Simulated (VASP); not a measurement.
# PC2 (Pnnm) in VASP: further runs, part 2 of 2

VASP 6.6.1. Earlier steps stand in the parts before.

**3. Single point, PBE**

This run uses another cell than the first one, of 8.14 Å³/atom.

INCAR

```
PREC = Accurate ; ENCUT = 910
EDIFF = 1E-6 ; ISMEAR = 0
SIGMA = 0.1 ; LREAL = False
LASPH = True ; NELM = 120
ALGO = Normal ; ISIF = 2
LWAVE = False ; LCHARG = False
GGA = PE ; NBANDS = 22
GGA_COMPAT = False
```

KPOINTS

```
Automatic mesh
0
Gamma
  4 4 6
```

POSCAR

```
PC2
1.0
    3.7321717503      0.0000000000      0.0000000000
    0.0000000000      4.5942463614      0.0000000000
    0.0000000000      0.0000000000      2.8496839153
P C
2 4
Direct
    0.0000000000      0.0000000000      0.0000000000
    0.5000000000      0.5000000000      0.5000000000
    0.1497632248      0.4069387649      0.0000000000
    0.8502367752      0.5930612351      0.0000000000
    0.6497632248      0.0930612351      0.5000000000
    0.3502367752      0.9069387649      0.5000000000
```

Potentials or basis: VASP PAW PBE potentials, release 64 (P, C_h).

On the command line:

```console
$ cat potpaw_PBE.64/P/POTCAR potpaw_PBE.64/C_h/POTCAR > POTCAR
$ mpirun -np 1 vasp_std > vasp.out
```

OUTCAR:

```text
PREC = Accurate
   ENCUT = 910
   EDIFF = 1E-6
   ISMEAR = 0
   LREAL = False
   LASPH = True
   NELM = 120
   ISIF = 2
   GGA = PE

 ion  position               nearest neighbor table
   1  0.000  0.000  0.000-   3 1.95   4 1.95   5 1.98   6 1.98   5 1.98   6 1.98
   2  0.500  0.500  0.500-   5 1.95   6 1.95   3 1.98   4 1.98   3 1.98   4 1.98
   3  0.150  0.407  0.000-   4 1.41   1 1.95   2 1.98   2 1.98
   4  0.850  0.593  0.000-   3 1.41   1 1.95   2 1.98   2 1.98
   5  0.650  0.093  0.500-   6 1.41   2 1.95   1 1.98   1 1.98
   6  0.350  0.907  0.500-   5 1.41   2 1.95   1 1.98   1 1.98

  LATTYP: Found a simple orthorhombic cell.
 ALAT       =     2.8496839153
 B/A-ratio  =     1.3096791999
 C/A-ratio  =     1.6121950707

  Lattice vectors:

 A1 = (   0.0000000000,   0.0000000000,   2.8496839153)
 A2 = (   3.7321717503,   0.0000000000,   0.0000000000)
 A3 = (   0.0000000000,   4.5942463614,   0.0000000000)

Analysis of symmetry for initial positions (statically):
=====================================================================
 Subroutine PRICEL returns:
 Original cell was already a primitive cell.

 Routine SETGRP: Setting up the symmetry group for a
 simple orthorhombic supercell.

 Subroutine GETGRP returns: Found  8 space group operations
 (whereof  4 operations were pure point group operations)
 out of a pool of  8 trial point group operations.

The static configuration has the point symmetry C_2h.
 The point group associated with its full space group is D_2h.

Analysis of symmetry for dynamics (positions and initial velocities):
=====================================================================
 Subroutine PRICEL returns:
 Original cell was already a primitive cell.

 Routine SETGRP: Setting up the symmetry group for a
 simple orthorhombic supercell.

 Subroutine GETGRP returns: Found  8 space group operations
[... 133 lines left out ...]
  volume/ion in A,a.u.               =       8.14        54.96
  Fermi-wavevector in a.u.,A,eV,Ry     =   1.326605  2.506921 23.944645  1.759882
  Thomas-Fermi vector in A             =   2.455980
   LORBIT       =      0    0 simple, 1 ext, 2 COOP (PROOUT), +10 PAW based schemes
   GGA     = PE    functional components
   LHFCALC =     F    Hartree Fock is set to
   AEXX    =    0.0000 exact exchange contribution
   IVDW    =     0    specifies the selected vdW correction
   LEPSILON=     F    determine dielectric tensor
   LRPA    =     F    only Hartree local field effects (RPA)
 non-spin polarized calculation
 Gauss-broadening in eV      SIGMA  =   0.10
  energy-cutoff  :      910.00
  volume of cell :       48.86
 maximum number of plane-waves:      3072
 NGX is ok and might be reduce to    40
   NGX = 19   NGY = 23   NGZ = 15

 number of electron      26.0000000 magnetization

 Free energy of the ion-electron system (eV)
  ---------------------------------------------------
  ext. energy  EPLUGINS =         0.00000000
  ---------------------------------------------------
  free energy    TOTEN  =       -43.28769557 eV

  energy without entropy =      -43.27698050  energy(sigma->0) =      -43.28233803

 E-fermi :  10.5798     XC(G=0): -12.5461

 val. band max:       10.5769257303   @ k =   0.5000   0.2500   0.1667
 cond. band min:      10.6596115555   @ k =   0.2500   0.2500   0.3333
 fundamental gap:      0.0826858253
 Fermi energy:        10.5798273450

 k-point     1 :       0.0000    0.0000    0.0000
  band No.  band energies     occupation
      1      -8.6446      2.00000
      2      -4.1757      2.00000
      3      -1.0516      2.00000
      4      -0.6175      2.00000
      5       0.5859      2.00000
      6       2.7355      2.00000
[... 589 lines left out ...]
     21      20.5572      0.00000
     22      20.5572      0.00000

 [... further k-points ...]

------------------------ aborting loop because EDIFF is reached ----------------------------------------

  FORCE on cell =-STRESS in cart. coord.  units (eV):
  Direction    XX          YY          ZZ          XY          YZ          ZX
  --------------------------------------------------------------------------------------
  -------------------------------------------------------------------------------------
  Total       -0.2094357     -0.1665651     -0.2318744      0.0000000      0.0000000      0.0000000
  in kB       -6.8673414     -5.4616251     -7.6031003      0.0000000      0.0000000      0.0000000
  external PRESSURE =      -6.6440223 kB  Pullay stress =       0.0000000 kB

 VOLUME and BASIS-vectors are now :
 -----------------------------------------------------------------------------
  energy-cutoff  :      910.00
  volume of cell :       48.86
      direct lattice vectors                 reciprocal lattice vectors
     3.732171750  0.000000000  0.000000000     0.267940509  0.000000000  0.000000000
     0.000000000  4.594246361  0.000000000     0.000000000  0.217663556  0.000000000
     0.000000000  0.000000000  2.849683915     0.000000000  0.000000000  0.350916112

 POSITION                                       TOTAL-FORCE (eV/Angst)
 -----------------------------------------------------------------------------------
      0.00000      0.00000      0.00000         0.000000      0.000000      0.000000
      1.86609      2.29712      1.42484         0.000000      0.000000      0.000000
      0.55894      1.86958      0.00000         0.013198     -0.008497      0.000000
      3.17323      2.72467      0.00000        -0.013198      0.008497      0.000000
      2.42503      0.42755      1.42484         0.013198      0.008497      0.000000
      1.30714      4.16670      1.42484        -0.013198     -0.008497      0.000000
 -----------------------------------------------------------------------------------
    total drift:                               -0.000000     -0.000000     -0.000000

  FREE ENERGIE OF THE ION-ELECTRON SYSTEM (eV)
  ---------------------------------------------------
  free  energy   TOTEN  =       -43.2876955656 eV

  energy  without entropy=      -43.2769805041  energy(sigma->0) =      -43.28233803
```

OSZICAR:

```text
N       E                     dE             d eps       ncg     rms          rms(c)
DAV:   1     0.104423965068E+03    0.10442E+03   -0.18595E+04  1584   0.175E+03
DAV:   2    -0.375374765850E+02   -0.14196E+03   -0.13554E+03  2124   0.257E+02
DAV:   3    -0.459513141762E+02   -0.84138E+01   -0.83351E+01  2148   0.583E+01
DAV:   4    -0.460618019105E+02   -0.11049E+00   -0.10975E+00  2230   0.654E+00
DAV:   5    -0.460628568869E+02   -0.10550E-02   -0.10548E-02  2102   0.664E-01    0.140E+01
DAV:   6    -0.433760140162E+02    0.26868E+01   -0.53300E+00  2016   0.133E+01    0.725E+00
DAV:   7    -0.432981123787E+02    0.77902E-01   -0.13042E+00  2166   0.676E+00    0.232E+00
DAV:   8    -0.432877362774E+02    0.10376E-01   -0.78250E-02  2008   0.176E+00    0.561E-01
DAV:   9    -0.432873211108E+02    0.41517E-03   -0.86046E-03  2094   0.664E-01    0.211E-01
DAV:  10    -0.432876797289E+02   -0.35862E-03   -0.11503E-03  1906   0.235E-01    0.134E-01
DAV:  11    -0.432876939320E+02   -0.14203E-04   -0.74114E-05  2162   0.585E-02    0.129E-02
DAV:  12    -0.432876953225E+02   -0.13905E-05   -0.82155E-06  1994   0.191E-02    0.928E-03
DAV:  13    -0.432876955656E+02   -0.24312E-06   -0.14729E-06  1470   0.834E-03
   1 F= -.43287696E+02 E0= -.43282338E+02  d E =-.107151E-01
```

It took 1.8 min on 1 thread of AMD EPYC 7R43 (Zen 3), shared host; peak memory 0.21 GiB.

Results:

```yaml
Free_energy: -43.2877 eV
Pressure: -0.7 GPa
Largest_force: 0.016 eV/Å
Band_gap_on_the_k_mesh: zero (bands 13 and 14 overlap by 5.88 eV)
```

Forces on the atoms (eV/Å):
```
P    0.000  0.000  0.000
P    0.000  0.000  0.000
C    0.013 -0.008  0.000
C   -0.013  0.008  0.000
C    0.013  0.008  0.000
C   -0.013 -0.008  0.000
```

Levels at points of the mesh, in eV from the Fermi level:
```csv
k point,band 9,band 10,band 11,band 12,band 13,band 14,band 15,band 16,band 17,band 18
"(0.00, 0.00, 0.00)",-4.68,-3.67,-1.77,0.82,2.31,2.54,3.08,5.27,5.49,6.35
"(0.50, 0.00, 0.00)",-2.83,-2.83,-0.77,-0.77,0.19,0.19,5.78,5.78,6.98,6.98
"(0.00, 0.50, 0.00)",-3.78,-3.78,-2.13,-2.13,2.80,2.80,4.40,4.40,6.89,6.89
"(0.50, 0.50, 0.00)",-2.42,-2.42,-2.13,-2.13,-1.05,-1.05,3.36,3.36,7.07,7.07
"(0.00, 0.00, 0.50)",-5.89,-5.89,-2.79,-2.79,-1.87,-1.87,3.64,3.64,5.04,5.04
"(0.50, 0.00, 0.50)",-6.73,-6.73,-3.74,-3.74,1.13,1.13,7.22,7.22,7.22,7.22
"(0.00, 0.50, 0.50)",-4.42,-4.42,-3.44,-3.44,-3.08,-3.08,0.96,0.96,8.36,8.36
"(0.50, 0.50, 0.50)",-3.76,-3.76,-1.46,-1.46,-0.33,-0.33,5.19,5.19,6.87,6.87
```

Caveat: the k points lie up to 0.42 Å⁻¹ apart, too coarse for converged energies and pressures of a metal; the cutoff is under 1.25 times the usual one of these potentials, so pressure, stress and relaxed cells hold a basis-set (Pulay) error.
